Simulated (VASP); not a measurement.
# CsSe (Fm-3m) in VASP: a series of runs

CsSe is run at these levels: PBE; tasks: single point, relaxation of cell and atoms.

All numbers are computed with VASP 6.6.1; they aren't measurements. Logs are shortened: lines on timing, memory, paths and dates and some standing lists are left out, and cuts for length are marked.

## 1. The cell of the first run

Symmetry: Fm-3m, No. 225, cubic system. Conventional cell: a = 7.272 Å, b = 7.272 Å, c = 7.272 Å, α = 90.00°, β = 90.00°, γ = 90.00°. Cs (site symmetry m-3m) has 6 Se at 3.64 Å within 4.8 Å. Se (site symmetry m-3m) has 6 Cs at 3.64 Å within 4.8 Å.

## 2. Single point, PBE

INCAR reads:

```
SYSTEM = CsSe
PREC = Accurate
ENCUT = 520
EDIFF = 1E-7
ISMEAR = 0
SIGMA = 0.1
LREAL = .FALSE.
LASPH = .TRUE.
NELM = 100
ALGO = Normal
ISIF = 2
LWAVE = .FALSE.
LCHARG = .FALSE.
GGA = PE
NBANDS = 14
```

KPOINTS reads:

```
regular mesh
0
G
  4 4 4
  0 0 0
```

POSCAR reads:

```
CsSe
1.0
    0.0000000000      3.6357785810      3.6357785810
    3.6357785810      0.0000000000      3.6357785810
    3.6357785810      3.6357785810      0.0000000000
Cs Se
1 1
Direct
    0.0000000000      0.0000000000      0.0000000000
    0.5000000000      0.5000000000      0.5000000000
```

Potentials or basis: VASP PAW PBE potentials, release 64 (Cs_sv, Se).

Started as:

```
$ cat potpaw_PBE.64/Cs_sv/POTCAR potpaw_PBE.64/Se/POTCAR > POTCAR
$ mpirun -np 1 vasp_std > vasp.out
```

OUTCAR:

```text
SYSTEM = CsSe
   PREC = Accurate
   ENCUT = 520
   EDIFF = 1E-7
   ISMEAR = 0
   LREAL = .FALSE.
   LASPH = .TRUE.
   NELM = 100
   ISIF = 2
   GGA = PE

 ion  position               nearest neighbor table
   1  0.000  0.000  0.000-
   2  0.500  0.500  0.500-

  LATTYP: Found a face centered cubic cell.
 ALAT       =     7.2715571620

  Lattice vectors:

 A1 = (   0.0000000000,   3.6357785810,   3.6357785810)
 A2 = (   3.6357785810,   0.0000000000,   3.6357785810)
 A3 = (   3.6357785810,   3.6357785810,   0.0000000000)

Analysis of symmetry for initial positions (statically):
=====================================================================
 Subroutine PRICEL returns:
 Original cell was already a primitive cell.

 Routine SETGRP: Setting up the symmetry group for a
 face centered cubic supercell.

 Subroutine GETGRP returns: Found 48 space group operations
 (whereof 48 operations were pure point group operations)
 out of a pool of 48 trial point group operations.

The static configuration has the point symmetry O_h .

Analysis of symmetry for dynamics (positions and initial velocities):
=====================================================================
 Subroutine PRICEL returns:
 Original cell was already a primitive cell.

 Routine SETGRP: Setting up the symmetry group for a
 face centered cubic supercell.

 Subroutine GETGRP returns: Found 48 space group operations
 (whereof 48 operations were pure point group operations)
 out of a pool of 48 trial point group operations.

The dynamic configuration has the point symmetry O_h .

 Subroutine INISYM returns: Found 48 space group operations
 (whereof 48 operations are pure point group operations),
 and found     1 'primitive' translations

----------------------------------------------------------------------------------------

                                     Primitive cell

  volume of cell :      96.1219

  direct lattice vectors                    reciprocal lattice vectors
     0.000000000  3.635778581  3.635778581    -0.137522126  0.137522126  0.137522126
     3.635778581  0.000000000  3.635778581     0.137522126 -0.137522126  0.137522126
     3.635778581  3.635778581  0.000000000     0.137522126  0.137522126 -0.137522126

  length of vectors
     5.141767379  5.141767379  5.141767379     0.238195309  0.238195309  0.238195309

  position of ions in fractional coordinates (direct lattice)
     0.000000000  0.000000000  0.000000000
     0.500000000  0.500000000  0.500000000

  ion indices of the primitive-cell ions
   primitive index   ion index
                 1           1
                 2           2

----------------------------------------------------------------------------------------

 KPOINTS: regular mesh

Automatic generation of k-mesh.
 Grid dimensions read from file:
 generate k-points for:    4    4    4

 Generating k-lattice:

  Cartesian coordinates                     Fractional coordinates (reciprocal lattice)
    -0.034380531  0.034380531  0.034380531     0.250000000  0.000000000  0.000000000
     0.034380531 -0.034380531  0.034380531     0.000000000  0.250000000  0.000000000
     0.034380531  0.034380531 -0.034380531     0.000000000  0.000000000  0.250000000

  Length of vectors
     0.059548827  0.059548827  0.059548827

  Shift w.r.t. Gamma in fractional coordinates (k-lattice)
     0.000000000  0.000000000  0.000000000

 Subroutine IBZKPT returns following result:
 ===========================================

 Found      8 irreducible k-points:

 Following reciprocal coordinates:
            Coordinates               Weight
  0.000000  0.000000  0.000000      1.000000
  0.250000  0.000000  0.000000      8.000000
  0.500000  0.000000  0.000000      4.000000
  0.250000  0.250000  0.000000      6.000000
  0.500000  0.250000  0.000000     24.000000
 -0.250000  0.250000  0.000000     12.000000
  0.500000  0.500000  0.000000      3.000000
 -0.250000  0.500000  0.250000      6.000000
   k-points           NKPTS =      8   k-points in BZ     NKDIM =      8   number of bands    NBANDS=     14
   number of dos      NEDOS =    301   number of ions     NIONS =      2
   total plane-waves  NPLWV =  64000
   dimension x,y,z NGX =    40 NGY =   40 NGZ =   40
   dimension x,y,z NGXF=    80 NGYF=   80 NGZF=   80
   ions per type =               1   1
   NGX,Y,Z   is equivalent  to a cutoff of  12.93, 12.93, 12.93 a.u.
   NGXF,Y,Z  is equivalent  to a cutoff of  25.87, 25.87, 25.87 a.u.
 SYSTEM =  CsSe
   PREC   = accura    normal or accurate (medium, high low for compatibility)
   ISTART =      0    job   : 0-new  1-cont  2-samecut
   ICHARG =      2    charge: 1-file 2-atom 10-const
   ISPIN  =      1    spin polarized calculation?
   LNONCOLLINEAR =      F non collinear calculations
   LSORBIT =      F    spin-orbit coupling
   LASPH  =      T    aspherical Exc in radial PAW
   ENCUT  =  520.0 eV  38.22 Ry    6.18 a.u.   9.56  9.56  9.56*2*pi/ulx,y,z
   NELM   =    100;   NELMIN=  2; NELMDL= -5     # of ELM steps
   EDIFF  = 0.1E-06   stopping-criterion for ELM
   LREAL  =      F    real-space projection
   EDIFFG = 0.1E-05   stopping-criterion for IOM
   NSW    =      0    number of steps for IOM
   IBRION =     -1    ionic relax: 0-MD 1-quasi-New 2-CG
   NFREE  =      0    steps in history (QN), initial steepest desc. (CG)
   ISIF   =      2    stress and relaxation
   ISYM   =      2    0-nonsym 1-usesym 2-fastsym
   POTIM  = 0.5000    time-step for ionic-motion
   TEBEG  =    0.0;   TEEND  =   0.0 temperature during run
   PSTRESS=    0.0 pullay stress
   NELECT =      15.0000    total number of electrons
   NUPDOWN=      -1.0000    fix difference up-down
   EMIN   =  10.00;   EMAX   =-10.00  energy-range for DOS
   EFERMI =   0.00;   METHOD = LEGACY
   ISMEAR =     0;   SIGMA  =   0.10  broadening in eV -4-tet -1-fermi 0-gaus
   EFERMI_NEDOS =   21; number of points for ismear=-14 and -15
   IALGO  =     38    algorithm
   IMIX   =      4    mixing-type and parameters
     AMIX     =   0.40;   BMIX     =  1.00
     AMIX_MAG =   1.60;   BMIX_MAG =  1.00
  volume/ion in A,a.u.               =      48.06       324.33
  Fermi-wavevector in a.u.,A,eV,Ry     =   0.881383  1.665572 10.569487  0.776835
  Thomas-Fermi vector in A             =   2.001871
   LORBIT       =      0    0 simple, 1 ext, 2 COOP (PROOUT), +10 PAW based schemes
   GGA     = PE    functional components
   LHFCALC =     F    Hartree Fock is set to
   AEXX    =    0.0000 exact exchange contribution
   IVDW    =     0    specifies the selected vdW correction
   LEPSILON=     F    determine dielectric tensor
   LRPA    =     F    only Hartree local field effects (RPA)
 non-spin polarized calculation
 Gauss-broadening in eV      SIGMA  =   0.10
  energy-cutoff  :      520.00
  volume of cell :       96.12
 maximum number of plane-waves:      2637
 NGX is ok and might be reduce to    40
   NGX = 19   NGY = 19   NGZ = 19

 number of electron      15.0000001 magnetization

 Free energy of the ion-electron system (eV)
  ---------------------------------------------------
  ext. energy  EPLUGINS =         0.00000000
  ---------------------------------------------------
  free energy    TOTEN  =        -5.23841438 eV

  energy without entropy =       -5.19982415  energy(sigma->0) =       -5.21911927

 E-fermi :  -0.6453     XC(G=0):  -7.2232

 val. band max:       -0.6502050659   @ k =  -0.2500   0.2500   0.0000
 cond. band min:      -0.5446099688   @ k =   0.5000   0.5000   0.0000
 fundamental gap:      0.1055950971
 Fermi energy:        -0.6452772955

 k-point     1 :       0.0000    0.0000    0.0000
  band No.  band energies     occupation
      1     -20.8182      2.00000
      2     -11.1971      2.00000
      3      -7.5856      2.00000
      4      -7.5856      2.00000
      5      -7.5856      2.00000
      6      -0.4712      0.01384
      7      -0.4712      0.01384
      8      -0.4712      0.01384
      9       3.0599      0.00000
     10       4.8264      0.00000
     11       4.8264      0.00000
     12       4.8264      0.00000
     13       5.6048      0.00000
     14       5.6048      0.00000

 k-point     2 :       0.2500    0.0000    0.0000
  band No.  band energies     occupation
      1     -20.8080      2.00000
      2     -11.2481      2.00000
      3      -7.5915      2.00000
      4      -7.5915      2.00000
      5      -7.5573      2.00000
      6      -1.0731      2.00000
      7      -0.7387      1.81366
      8      -0.7387      1.81366
      9       4.3291      0.00000
     10       4.8869      0.00000
     11       5.4989      0.00000
     12       5.4989      0.00000
     13       6.5971      0.00000
     14       6.5971      0.00000

 k-point     3 :       0.5000    0.0000    0.0000
  band No.  band energies     occupation
      1     -20.7977      2.00000
      2     -11.2983      2.00000
      3      -7.5973      2.00000
      4      -7.5973      2.00000
      5      -7.5300      2.00000
      6      -1.5101      2.00000
      7      -0.9705      2.00000
      8      -0.9705      2.00000
      9       5.3726      0.00000
     10       5.5996      0.00000
     11       6.7701      0.00000
     12       6.7701      0.00000
     13       8.1963      0.00000
     14       8.1963      0.00000
[... 52 lines left out ...]
 k-point     7 :       0.5000    0.5000    0.0000
  band No.  band energies     occupation
      1     -20.7922      2.00000
      2     -11.1690      2.00000
      3      -7.8994      2.00000
      4      -7.7102      2.00000
      5      -7.7102      2.00000
      6      -0.7335      1.78805
      7      -0.5446      0.15455
      8      -0.5446      0.15455
      9       3.3873      0.00000
     10       5.4115      0.00000
     11       6.5485      0.00000
     12       7.1671      0.00000
     13       7.4678      0.00000
     14       7.9369      0.00000

 k-point     8 :      -0.2500    0.5000    0.2500
  band No.  band energies     occupation
      1     -20.7918      2.00000
      2     -11.2099      2.00000
      3      -7.8059      2.00000
      4      -7.8059      2.00000
      5      -7.5609      2.00000
      6      -1.0540      2.00000
      7      -0.6850      1.42533
      8      -0.6850      1.42533
      9       4.8751      0.00000
     10       4.8751      0.00000
     11       6.1743      0.00000
     12       6.6189      0.00000
     13       7.9653      0.00000
     14       8.4717      0.00000

------------------------ aborting loop because EDIFF is reached ----------------------------------------

  FORCE on cell =-STRESS in cart. coord.  units (eV):
  Direction    XX          YY          ZZ          XY          YZ          ZX
  --------------------------------------------------------------------------------------
  -------------------------------------------------------------------------------------
  Total        0.1192602      0.1192602      0.1192602      0.0000000     -0.0000000      0.0000000
  in kB        1.9878510      1.9878510      1.9878510      0.0000000     -0.0000000      0.0000000
  external PRESSURE =       1.9878510 kB  Pullay stress =       0.0000000 kB

 VOLUME and BASIS-vectors are now :
 -----------------------------------------------------------------------------
  energy-cutoff  :      520.00
  volume of cell :       96.12
      direct lattice vectors                 reciprocal lattice vectors
     0.000000000  3.635778581  3.635778581    -0.137522126  0.137522126  0.137522126
     3.635778581  0.000000000  3.635778581     0.137522126 -0.137522126  0.137522126
     3.635778581  3.635778581  0.000000000     0.137522126  0.137522126 -0.137522126

 POSITION                                       TOTAL-FORCE (eV/Angst)
 -----------------------------------------------------------------------------------
      0.00000      0.00000      0.00000         0.000000     -0.000000      0.000000
      3.63578      3.63578      3.63578        -0.000000      0.000000     -0.000000
 -----------------------------------------------------------------------------------
    total drift:                                0.000000     -0.000000     -0.000000

  FREE ENERGIE OF THE ION-ELECTRON SYSTEM (eV)
  ---------------------------------------------------
  free  energy   TOTEN  =        -5.2384143810 eV

  energy  without entropy=       -5.1998241529  energy(sigma->0) =       -5.21911927
```

It took 33 s on 1 thread of Oxide Virtual Turin-like, shared host; peak memory 0.2 GiB.

Results:

```yaml
Free_energy: -5.2384 eV
Pressure: 0.2 GPa
Band_gap_on_the_k_mesh: zero (an odd number of electrons rules out a gap without spin polarisation)
```

Caveat: the k points lie up to 0.37 Å⁻¹ apart, too coarse for converged energies and pressures of a metal; spin-orbit coupling is left out, which moves the levels of the heavy elements; an odd number of electrons without spin polarisation forces a metal; a magnetic or distorted state may lie lower.

## 3. Relaxation of cell and atoms, PBE

This run uses another cell than the first one, of 36.35 Å³/atom.

INCAR reads:

```
ALGO = Fast ; EDIFF = 1E-6
EDIFFG = -0.04 ; ENCUT = 600
GGA = PE ; IBRION = 2
ISIF = 3 ; ISMEAR = 0
LASPH = T ; LCHARG = F
LREAL = F ; LWAVE = F
NELM = 80 ; NSW = 90
PREC = Accurate ; SIGMA = 0.1
```

KPOINTS reads:

```
k-points
0
Gamma
  4 4 4
```

POSCAR reads:

```
CsSe
1.0
    0.0000000000      3.3125112390      3.3125112390
    3.3125112390      0.0000000000      3.3125112390
    3.3125112390      3.3125112390      0.0000000000
Cs Se
1 1
Direct
    0.0000000000      0.0000000000      0.0000000000
    0.5000000000      0.5000000000      0.5000000000
```

Potentials or basis: VASP PAW PBE potentials, release 64 (Cs_sv, Se).

Started as:

```
$ cat potpaw_PBE.64/Cs_sv/POTCAR potpaw_PBE.64/Se/POTCAR > POTCAR
$ mpirun -np 1 vasp_std > vasp.out
```

Run time: 2.1 min. Hardware: 1 thread of Oxide Virtual Turin-like, shared host; peak memory 0.2 GiB.

Results (log left out):

```yaml
Free_energy: -5.2383 eV
Relaxed_volume: 49.45 Å³/atom
Relaxed_cell: a = 5.191 Å, b = 5.191 Å, c = 5.191 Å, α = 60.00°, β = 60.00°, γ = 60.00°
Space_group_after_relaxing_to_0.1_Å: Fm-3m (No. 225)
Energy_gained_by_relaxing: 162.5 meV/atom
Ionic_steps: 5
Pressure_after_relaxing: -0.1 GPa
Band_gap_on_the_k_mesh: zero (an odd number of electrons rules out a gap without spin polarisation)
```

Step by step:
```tsv
step	energy change (eV)	largest force (eV/Å)	pressure (GPa)	volume (Å³)
1	0.0000	0.0000	5.53	72.69
2	-0.2793	0.0000	1.46	86.70
3	-0.3189	0.0000	0.45	93.67
4	-0.3005	0.0000	-0.70	108.71
5	-0.3251	0.0000	-0.06	98.89
```

Final structure:
```
Cs Se
1.0
     0.00000    3.67037    3.67037
     3.67037    0.00000    3.67037
     3.67037    3.67037    0.00000
Cs Se
1 1
Direct
  0.00000 0.00000 0.00000
  0.50000 0.50000 0.50000
```

Levels at points of the mesh, in eV from the Fermi level:
```csv
k point,band 5,band 6,band 7,band 8,band 9,band 10,band 11
"(0.00, 0.00, 0.00)",-6.98,0.17,0.17,0.17,3.64,5.47,5.47
"(0.50, 0.00, 0.00)",-6.93,-0.82,-0.30,-0.30,5.95,6.18,7.35
"(0.50, 0.50, 0.00)",-7.09,-0.10,0.09,0.09,4.07,5.96,7.15
```

Caveat: the k points lie up to 0.37 Å⁻¹ apart in the final cell, too coarse for converged energies and pressures of a metal; the volume moved by over 15 % at a fixed basis, so the end points are rough; spin-orbit coupling is left out, which moves the levels of the heavy elements; an odd number of electrons without spin polarisation forces a metal; a magnetic or distorted state may lie lower.

## 4. Single point, PBE

This run uses another cell than the first one, of 49.59 Å³/atom.

INCAR reads:

```
SYSTEM = CsSe
PREC = Accurate
ENCUT = 520
EDIFF = 1E-7
ISMEAR = 0
SIGMA = 0.1
LREAL = .FALSE.
LASPH = .TRUE.
NELM = 100
ALGO = Fast
ISIF = 2
LWAVE = .FALSE.
LCHARG = .FALSE.
GGA = PE
NBANDS = 14
```

KPOINTS reads:

```
Automatic mesh
0
G
  14 14 14
  0 0 0
```

POSCAR reads:

```
CsSe
1.0
    0.0000000000      3.6739447905      3.6739447905
    3.6739447905      0.0000000000      3.6739447905
    3.6739447905      3.6739447905      0.0000000000
Cs Se
1 1
Direct
    0.0000000000      0.0000000000      0.0000000000
    0.5000000000      0.5000000000      0.5000000000
```

Started as:

```
$ cat potpaw_PBE.64/Cs_sv/POTCAR potpaw_PBE.64/Se/POTCAR > POTCAR
$ mpirun -np 1 vasp_std > vasp.out
```

It took 5.8 min on 1 thread of Oxide Virtual Turin-like, shared host; peak memory 0.3 GiB.

The run converged. Its results:

```yaml
Free_energy: -5.2294 eV
Pressure: 0.0 GPa
Band_gap_on_the_k_mesh: zero (an odd number of electrons rules out a gap without spin polarisation)
```

Levels at points of the mesh, in eV from the Fermi level:
```csv
k point,band 6,band 7,band 8,band 9,band 10,band 11
"(0.00, 0.00, 0.00)",0.17,0.17,0.17,3.62,5.47,5.47
"(0.50, 0.00, 0.00)",-0.82,-0.30,-0.30,5.93,6.16,7.34
"(0.50, 0.50, 0.00)",-0.11,0.09,0.09,4.07,5.94,7.14
```

Caveat: spin-orbit coupling is left out, which moves the levels of the heavy elements; an odd number of electrons without spin polarisation forces a metal; a magnetic or distorted state may lie lower.

## 5. Relaxation of cell and atoms, PBE

INCAR reads:

```
SYSTEM = CsSe
PREC = Accurate
ENCUT = 600
EDIFF = 1E-6
ISMEAR = 0
SIGMA = 0.1
LREAL = .FALSE.
LASPH = .TRUE.
NELM = 80
ALGO = Fast
ISIF = 3
LWAVE = .FALSE.
LCHARG = .FALSE.
GGA = PE
IBRION = 2
NSW = 100
EDIFFG = -0.01
```

KPOINTS reads:

```
regular mesh
0
G
  14 14 14
  0 0 0
```

POSCAR reads:

```
CsSe
1.0
    0.0000000000      3.6357785810      3.6357785810
    3.6357785810      0.0000000000      3.6357785810
    3.6357785810      3.6357785810      0.0000000000
Cs Se
1 1
Direct
    0.0000000000      0.0000000000      0.0000000000
    0.5000000000      0.5000000000      0.5000000000
```

Started as:

```
$ cat potpaw_PBE.64/Cs_sv/POTCAR potpaw_PBE.64/Se/POTCAR > POTCAR
$ mpirun -np 1 vasp_std > vasp.out
```

It took 9.8 min on 1 thread of Oxide Virtual Turin-like, shared host; peak memory 0.35 GiB.

The run converged. Its results:

- Free energy: -5.2292 eV
- Relaxed volume: 49.57 Å³/atom
- Relaxed cell: a = 5.195 Å, b = 5.195 Å, c = 5.195 Å, α = 60.00°, β = 60.00°, γ = 60.00°
- Space group after relaxing (to 0.1 Å): Fm-3m (No. 225)
- Energy gained by relaxing: 1.8 meV/atom
- Ionic steps: 3
- Pressure after relaxing: 0.0 GPa
- Band gap on the k mesh: zero (an odd number of electrons rules out a gap without spin polarisation)

Step by step:
| step | energy change (eV) | largest force (eV/Å) | pressure (GPa) | volume (Å³) |
| --- | --- | --- | --- | --- |
| 1 | 0.0000 | 0.0000 | 0.37 | 96.12 |
| 2 | -0.0025 | 0.0000 | 0.18 | 97.65 |
| 3 | -0.0036 | 0.0000 | 0.03 | 99.14 |

Final structure:
```
Cs Se
1.0
     0.00000    3.67341    3.67341
     3.67341    0.00000    3.67341
     3.67341    3.67341    0.00000
Cs Se
1 1
Direct
  0.00000 0.00000 0.00000
  0.50000 0.50000 0.50000
```

Levels at points of the mesh, in eV from the Fermi level:
| k point | band 5 | band 6 | band 7 | band 8 | band 9 | band 10 | band 11 |
| --- | --- | --- | --- | --- | --- | --- | --- |
| (0.00, 0.00, 0.00) | -6.98 | 0.17 | 0.17 | 0.17 | 3.62 | 5.47 | 5.47 |
| (0.50, 0.00, 0.00) | -6.94 | -0.82 | -0.30 | -0.30 | 5.93 | 6.16 | 7.34 |
| (0.50, 0.50, 0.00) | -7.09 | -0.11 | 0.09 | 0.09 | 4.07 | 5.94 | 7.14 |

Caveat: spin-orbit coupling is left out, which moves the levels of the heavy elements; an odd number of electrons without spin polarisation forces a metal; a magnetic or distorted state may lie lower.

## 6. Summary

```csv
task,cell,k mesh,cutoff (eV),gap on the mesh (eV),pressure (GPa),relaxed volume (Å³/atom)
single point,"a = 5.142 Å, angles 60.0°, 2 atoms",4 × 4 × 4,520,none,0.2,-
relaxation of cell and atoms,"relaxed from a = 4.685 Å, angles 60.0°, 2 atoms",4 × 4 × 4,600,none,-0.1,49.45
single point,"a = 5.196 Å, angles 60.0°, 2 atoms",14 × 14 × 14,520,none,0.0,-
relaxation of cell and atoms,"relaxed from a = 5.142 Å, angles 60.0°, 2 atoms",14 × 14 × 14,600,none,0.0,49.57
```

Alike in all rows: level PBE; potentials or basis VASP PAW PBE potentials, release 64 (Cs_sv, Se); no spin polarisation; smearing gaussian 0.1 eV.

Caveats: some runs use coarse meshes; spin-orbit coupling is left out, which moves the levels of the heavy elements; an odd number of electrons without spin polarisation forces a metal; a magnetic or distorted state may lie lower; the volume moved by over 15 % at a fixed basis, so the end points are rough (at least some runs).

Absolute energies hang on the potentials; compare differences alone.

The gap in the log of VASP goes by the Fermi energy; the results here count the filled bands.